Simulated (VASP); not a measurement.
# GaP (R-3m) in VASP: notebook

Runs on GaP. Level: LDA. Tasks: single point.

All numbers are computed with VASP 6.6.1; they aren't measurements. Logs are shortened: lines on timing, memory, paths and dates and some standing lists are left out, and cuts for length are marked.

## (1) The cell of the first run

Symmetry: R-3m, No. 166, trigonal system. Conventional cell: a = 3.731 Å, b = 3.731 Å, c = 18.521 Å, α = 90.00°, β = 90.00°, γ = 120.00°. Within 3.0 Å of Ga (site symmetry 3m) lie 3 P at 2.31 Å and 1 Ga at 2.39 Å. Within 2.8 Å of P (site symmetry 3m) lie 1 P at 2.13 Å and 3 Ga at 2.31 Å.

## (2) Single point, LDA (strain -0.040 along x and y, -0.040 along z)

Input file INCAR:

```
SYSTEM = GaP
PREC     = Accurate       ! precision mode
ENCUT    = 520            ! plane-wave cutoff, eV
EDIFF    = 1E-7           ! SCF threshold, eV
ISMEAR   = 0              ! smearing method
SIGMA    = 0.05           ! smearing width, eV
LREAL    = .False.        ! projectors in reciprocal space
LASPH    = .True.         ! aspherical terms in the spheres
NELM     = 60             ! most SCF steps
ALGO     = Normal         ! electronic algorithm
ISIF     = 2              ! what is computed and relaxed
LWAVE    = .False.        ! write WAVECAR
LCHARG   = .False.        ! write CHGCAR
NBANDS   = 26             ! bands
```

Input file KPOINTS:

```
Automatic mesh
0
Gamma
  12 12 12
  0 0 0
```

Input file POSCAR:

```
GaP
1.0
    1.8652945685      1.0769283212      6.1735776963
   -1.8652945685      1.0769283212      6.1735776963
    0.0000000000     -2.1538566424      6.1735776963
Ga P
2 2
Direct
    0.4353720000      0.4353720000      0.4353720000
    0.5646280000      0.5646280000      0.5646280000
    0.0573890000      0.0573890000      0.0573890000
    0.9426110000      0.9426110000      0.9426110000
```

Potentials or basis: VASP PAW LDA potentials, release 64 (Ga_d, P).

Started as:

```sh
cat potpaw_LDA.64/Ga_d/POTCAR potpaw_LDA.64/P/POTCAR > POTCAR
mpirun -np 1 vasp_std > vasp.out
```

OUTCAR:

```text
SYSTEM = GaP
   PREC = Accurate
   ENCUT = 520
   EDIFF = 1E-7
   ISMEAR = 0
   LREAL = .False.
   LASPH = .True.
   NELM = 60
   ISIF = 2

 ion  position               nearest neighbor table
   1  0.435  0.435  0.435-   3 2.31   3 2.31   3 2.31   2 2.39
   2  0.565  0.565  0.565-   4 2.31   4 2.31   4 2.31   1 2.39
   3  0.057  0.057  0.057-   4 2.13   1 2.31   1 2.31   1 2.31
   4  0.943  0.943  0.943-   3 2.13   2 2.31   2 2.31   2 2.31

  LATTYP: Found a trigonal (rhomboedric) cell.
 ALAT       =     6.5385135932
 COS(alpha) =     0.8372328403

  Lattice vectors:

 A1 = (   1.8652945685,   1.0769283212,   6.1735776963)
 A2 = (  -1.8652945685,   1.0769283212,   6.1735776963)
 A3 = (   0.0000000000,  -2.1538566424,   6.1735776963)

Analysis of symmetry for initial positions (statically):
=====================================================================
 Subroutine PRICEL returns:
 Original cell was already a primitive cell.

 Routine SETGRP: Setting up the symmetry group for a
 trigonal (rhombohedral) supercell.

 Subroutine GETGRP returns: Found 12 space group operations
 (whereof 12 operations were pure point group operations)
 out of a pool of 12 trial point group operations.

The static configuration has the point symmetry D_3d.

Analysis of symmetry for dynamics (positions and initial velocities):
=====================================================================
 Subroutine PRICEL returns:
 Original cell was already a primitive cell.

 Routine SETGRP: Setting up the symmetry group for a
 trigonal (rhombohedral) supercell.

 Subroutine GETGRP returns: Found 12 space group operations
 (whereof 12 operations were pure point group operations)
 out of a pool of 12 trial point group operations.

The dynamic configuration has the point symmetry D_3d.

 Subroutine INISYM returns: Found 12 space group operations
 (whereof 12 operations are pure point group operations),
 and found     1 'primitive' translations

----------------------------------------------------------------------------------------

                                     Primitive cell

  volume of cell :      74.4085

  direct lattice vectors                    reciprocal lattice vectors
     1.865294568  1.076928321  6.173577696     0.268054177  0.154761151  0.053993543
    -1.865294568  1.076928321  6.173577696    -0.268054177  0.154761151  0.053993543
     0.000000000 -2.153856642  6.173577696     0.000000000 -0.309522302  0.053993543

  length of vectors
     6.538513593  6.538513593  6.538513593     0.314196369  0.314196369  0.314196369

  position of ions in fractional coordinates (direct lattice)
     0.435372000  0.435372000  0.435372000
     0.564628000  0.564628000  0.564628000
     0.057389000  0.057389000  0.057389000
     0.942611000  0.942611000  0.942611000

  ion indices of the primitive-cell ions
   primitive index   ion index
                 1           1
                 2           2
                 3           3
                 4           4

----------------------------------------------------------------------------------------

 KPOINTS: Automatic mesh

Automatic generation of k-mesh.
 Grid dimensions read from file:
 generate k-points for:   12   12   12

 Generating k-lattice:

  Cartesian coordinates                     Fractional coordinates (reciprocal lattice)
     0.022337848  0.012896763  0.004499462     0.083333333  0.000000000  0.000000000
    -0.022337848  0.012896763  0.004499462     0.000000000  0.083333333  0.000000000
     0.000000000 -0.025793525  0.004499462     0.000000000  0.000000000  0.083333333

  Length of vectors
     0.026183031  0.026183031  0.026183031

  Shift w.r.t. Gamma in fractional coordinates (k-lattice)
     0.000000000  0.000000000  0.000000000

 Subroutine IBZKPT returns following result:
 ===========================================

 Found    189 irreducible k-points:

 Following reciprocal coordinates:
            Coordinates               Weight
  0.000000  0.000000  0.000000      1.000000
  0.083333  0.000000 -0.000000      6.000000
  0.166667 -0.000000 -0.000000      6.000000
  0.250000 -0.000000 -0.000000      6.000000
  0.333333  0.000000 -0.000000      6.000000
  0.416667  0.000000 -0.000000      6.000000
[... 16 lines left out ...]
  0.500000  0.166667 -0.000000     12.000000
 -0.416667  0.166667  0.000000     12.000000
 [... further k-points ...]
   k-points           NKPTS =    189   k-points in BZ     NKDIM =    189   number of bands    NBANDS=     26
   number of dos      NEDOS =    301   number of ions     NIONS =      4
   total plane-waves  NPLWV = 125000
   dimension x,y,z NGX =    50 NGY =   50 NGZ =   50
   dimension x,y,z NGXF=   100 NGYF=  100 NGZF=  100
   ions per type =               2   2
   NGX,Y,Z   is equivalent  to a cutoff of  12.71, 12.71, 12.71 a.u.
   NGXF,Y,Z  is equivalent  to a cutoff of  25.43, 25.43, 25.43 a.u.
 SYSTEM =  GaP
   PREC   = accura    normal or accurate (medium, high low for compatibility)
   ISTART =      0    job   : 0-new  1-cont  2-samecut
   ICHARG =      2    charge: 1-file 2-atom 10-const
   ISPIN  =      1    spin polarized calculation?
   LNONCOLLINEAR =      F non collinear calculations
   LSORBIT =      F    spin-orbit coupling
   LASPH  =      T    aspherical Exc in radial PAW
   ENCUT  =  520.0 eV  38.22 Ry    6.18 a.u.  12.16 12.16 12.16*2*pi/ulx,y,z
   NELM   =     60;   NELMIN=  2; NELMDL= -5     # of ELM steps
   EDIFF  = 0.1E-06   stopping-criterion for ELM
   LREAL  =      F    real-space projection
   EDIFFG = 0.1E-05   stopping-criterion for IOM
   NSW    =      0    number of steps for IOM
   IBRION =     -1    ionic relax: 0-MD 1-quasi-New 2-CG
   NFREE  =      0    steps in history (QN), initial steepest desc. (CG)
   ISIF   =      2    stress and relaxation
   ISYM   =      2    0-nonsym 1-usesym 2-fastsym
   POTIM  = 0.5000    time-step for ionic-motion
   TEBEG  =    0.0;   TEEND  =   0.0 temperature during run
   PSTRESS=    0.0 pullay stress
   NELECT =      36.0000    total number of electrons
   NUPDOWN=      -1.0000    fix difference up-down
   EMIN   =  10.00;   EMAX   =-10.00  energy-range for DOS
   EFERMI =   0.00;   METHOD = LEGACY
   ISMEAR =     0;   SIGMA  =   0.05  broadening in eV -4-tet -1-fermi 0-gaus
   EFERMI_NEDOS =   21; number of points for ismear=-14 and -15
   IALGO  =     38    algorithm
   IMIX   =      4    mixing-type and parameters
     AMIX     =   0.40;   BMIX     =  1.00
     AMIX_MAG =   1.60;   BMIX_MAG =  1.00
  volume/ion in A,a.u.               =      18.60       125.53
  Fermi-wavevector in a.u.,A,eV,Ry     =   1.285193  2.428662 22.473014  1.651720
  Thomas-Fermi vector in A             =   2.417341
   LORBIT       =      0    0 simple, 1 ext, 2 COOP (PROOUT), +10 PAW based schemes
   GGA     = CA    functional components
   LHFCALC =     F    Hartree Fock is set to
   AEXX    =    0.0000 exact exchange contribution
   IVDW    =     0    specifies the selected vdW correction
   LEPSILON=     F    determine dielectric tensor
   LRPA    =     F    only Hartree local field effects (RPA)
 non-spin polarized calculation
 Gauss-broadening in eV      SIGMA  =   0.05
  energy-cutoff  :      520.00
  volume of cell :       74.41
 maximum number of plane-waves:      2028
 NGX is ok and might be reduce to    50
   NGX = 25   NGY = 25   NGZ = 25

 number of electron      36.0000007 magnetization

 Free energy of the ion-electron system (eV)
  ---------------------------------------------------
  ext. energy  EPLUGINS =         0.00000000
  ---------------------------------------------------
  free energy    TOTEN  =       -20.33054856 eV

  energy without entropy =      -20.33054856  energy(sigma->0) =      -20.33054856

 E-fermi :   5.9536     XC(G=0): -10.5458

 val. band max:        5.7547264550   @ k =   0.0000   0.0000   0.0000
 cond. band min:       6.4302908571   @ k =   0.5000   0.5000  -0.0000
 fundamental gap:      0.6755644021
 Fermi energy:         5.9535631809

 k-point     1 :       0.0000    0.0000    0.0000
  band No.  band energies     occupation
      1      -9.4307      2.00000
      2      -9.2593      2.00000
      3      -9.2593      2.00000
      4      -9.2399      2.00000
      5      -9.2399      2.00000
      6      -9.1673      2.00000
[... 18 lines left out ...]
     25       9.9916      0.00000
     26      14.0392      0.00000

 k-point     2 :       0.0833    0.0000   -0.0000
  band No.  band energies     occupation
      1      -9.4285      2.00000
      2      -9.2763      2.00000
      3      -9.2581      2.00000
      4      -9.2466      2.00000
      5      -9.2357      2.00000
      6      -9.1693      2.00000
[... 18 lines left out ...]
     25      10.2729      0.00000
     26      14.2273      0.00000

 k-point     3 :       0.1667   -0.0000   -0.0000
  band No.  band energies     occupation
      1      -9.4234      2.00000
      2      -9.3140      2.00000
      3      -9.2626      2.00000
      4      -9.2551      2.00000
      5      -9.2239      2.00000
      6      -9.1750      2.00000
[... 18 lines left out ...]
     25      11.0298      0.00000
     26      13.3727      0.00000

 k-point     4 :       0.2500   -0.0000   -0.0000
  band No.  band energies     occupation
      1      -9.4196      2.00000
      2      -9.3519      2.00000
      3      -9.2804      2.00000
      4      -9.2521      2.00000
      5      -9.2080      2.00000
      6      -9.1832      2.00000
[... 18 lines left out ...]
     25      12.0479      0.00000
     26      13.1232      0.00000

 k-point     5 :       0.3333    0.0000   -0.0000
  band No.  band energies     occupation
      1      -9.4225      2.00000
      2      -9.3771      2.00000
      3      -9.2944      2.00000
      4      -9.2500      2.00000
      5      -9.1920      2.00000
      6      -9.1915      2.00000
[... 18 lines left out ...]
     25      12.8560      0.00000
     26      13.1224      0.00000

 k-point     6 :       0.4167    0.0000   -0.0000
  band No.  band energies     occupation
      1      -9.4311      2.00000
      2      -9.3875      2.00000
      3      -9.3021      2.00000
      4      -9.2491      2.00000
      5      -9.1978      2.00000
      6      -9.1804      2.00000
[... 427 lines left out ...]
 k-point    21 :       0.3333    0.1667   -0.0000
  band No.  band energies     occupation
      1      -9.4161      2.00000
      2      -9.3579      2.00000
      3      -9.2931      2.00000
      4      -9.2499      2.00000
      5      -9.2128      2.00000
      6      -9.1756      2.00000
[... 18 lines left out ...]
     25      11.5777      0.00000
     26      13.5981      0.00000

 k-point    22 :       0.4167    0.1667   -0.0000
  band No.  band energies     occupation
      1      -9.4178      2.00000
      2      -9.3757      2.00000
      3      -9.3022      2.00000
      4      -9.2476      2.00000
      5      -9.2128      2.00000
      6      -9.1715      2.00000
[... 18 lines left out ...]
     25      11.7314      0.00000
     26      14.1656      0.00000

 k-point    23 :       0.5000    0.1667   -0.0000
  band No.  band energies     occupation
      1      -9.4249      2.00000
      2      -9.3814      2.00000
      3      -9.3077      2.00000
      4      -9.2471      2.00000
      5      -9.2140      2.00000
      6      -9.1677      2.00000
[... 18 lines left out ...]
     25      12.5365      0.00000
     26      13.9777      0.00000

 k-point    24 :      -0.4167    0.1667    0.0000
  band No.  band energies     occupation
      1      -9.4301      2.00000
      2      -9.3803      2.00000
      3      -9.3103      2.00000
      4      -9.2476      2.00000
      5      -9.2141      2.00000
      6      -9.1661      2.00000
[... 18 lines left out ...]
     25      13.2259      0.00000
     26      13.7933      0.00000

 [... further k-points ...]

------------------------ aborting loop because EDIFF is reached ----------------------------------------

  FORCE on cell =-STRESS in cart. coord.  units (eV):
  Direction    XX          YY          ZZ          XY          YZ          ZX
  --------------------------------------------------------------------------------------
  -------------------------------------------------------------------------------------
  Total        2.2693398      2.2693398      3.2080250      0.0000000     -0.0000000      0.0000000
  in kB       48.8638539     48.8638539     69.0758021      0.0000000     -0.0000000      0.0000000
  external PRESSURE =      55.6011700 kB  Pullay stress =       0.0000000 kB

 VOLUME and BASIS-vectors are now :
 -----------------------------------------------------------------------------
  energy-cutoff  :      520.00
  volume of cell :       74.41
      direct lattice vectors                 reciprocal lattice vectors
     1.865294568  1.076928321  6.173577696     0.268054177  0.154761151  0.053993543
    -1.865294568  1.076928321  6.173577696    -0.268054177  0.154761151  0.053993543
     0.000000000 -2.153856642  6.173577696     0.000000000 -0.309522302  0.053993543

 POSITION                                       TOTAL-FORCE (eV/Angst)
 -----------------------------------------------------------------------------------
      0.00000      0.00000      8.06341         0.000000      0.000000      0.217649
      0.00000      0.00000     10.45732         0.000000      0.000000     -0.217649
      0.00000      0.00000      1.06289         0.000000      0.000000      0.458891
      0.00000      0.00000     17.45785         0.000000     -0.000000     -0.458891
 -----------------------------------------------------------------------------------
    total drift:                                0.000000     -0.000000      0.000000

  FREE ENERGIE OF THE ION-ELECTRON SYSTEM (eV)
  ---------------------------------------------------
  free  energy   TOTEN  =       -20.3305485642 eV

  energy  without entropy=      -20.3305485642  energy(sigma->0) =      -20.33054856
```

Wall time 18 min (1 thread of Intel Xeon 8259CL, shared host); peak memory 0.49 GiB.

Results:

- Free energy: -20.3305 eV
- Pressure: 5.6 GPa
- Largest force: 0.459 eV/Å
- Band gap on the k mesh: 0.68 eV (least direct gap 1.21 eV)

Forces on the atoms (eV/Å):
```
Ga   0.000  0.000  0.218
Ga   0.000  0.000 -0.218
P    0.000  0.000  0.459
P    0.000  0.000 -0.459
```

Stress tensor (GPa, compression positive):
```
4.89 0.00 0.00
0.00 4.89 0.00
0.00 0.00 6.91
```

Caveat: the cell differs from its parent crystal (strain -0.040 along x and y, -0.040 along z); the cell stands under pressure; semilocal functionals underestimate gaps, and a narrow one can read as zero. A k mesh can miss the band edges.

[end of part 1 of 2]
